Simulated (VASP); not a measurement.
Runs of VASP 6.6.1 on MoS2. It takes space group P-3m1 (No. 164, trigonal). The conventional cell has a = 3.227 Å, b = 3.227 Å, c = 6.312 Å, α = 90.00°, β = 90.00°, γ = 120.00°. Within 3.2 Å of Mo (site symmetry -3m) lie 6 S at 2.42 Å. S (site symmetry 3m) has 3 Mo at 2.42 Å within 3.2 Å. 

| k mesh | gap on the mesh (eV) | pressure (GPa) | largest force (eV/Å) |
| --- | --- | --- | --- |
| 5 × 5 × 2 | none | (b) | 0.07 |
| 7 × 7 × 3 | none | 0.2 | 0.07 |
| 5 × 5 × 3 | none | 0.0 | 0.02 |
| 4 × 4 × 2 | none | (a) | 0.17 |
| 3 × 3 × 2 | none | 0.2 | 0.37 |

Alike in all rows: task single point; level r2SCAN; potentials or basis VASP PAW PBE potentials, release 64 (Mo_sv, S); no spin polarisation; cell as given; cutoff (eV) 520; smearing fermi-dirac 0.05 eV.

**Question.** Estimate the missing entries.

**Answer.** (a) 0.8; (b) 0.1.

Caveats: some runs use coarse meshes; the PAW data sets were made with another functional, which shifts forces and pressure a little.

A k mesh can miss the band edges, and the runs leave out spin-orbit coupling on Mo.

A gap of «none» marks levels without a gap at the run's occupations.
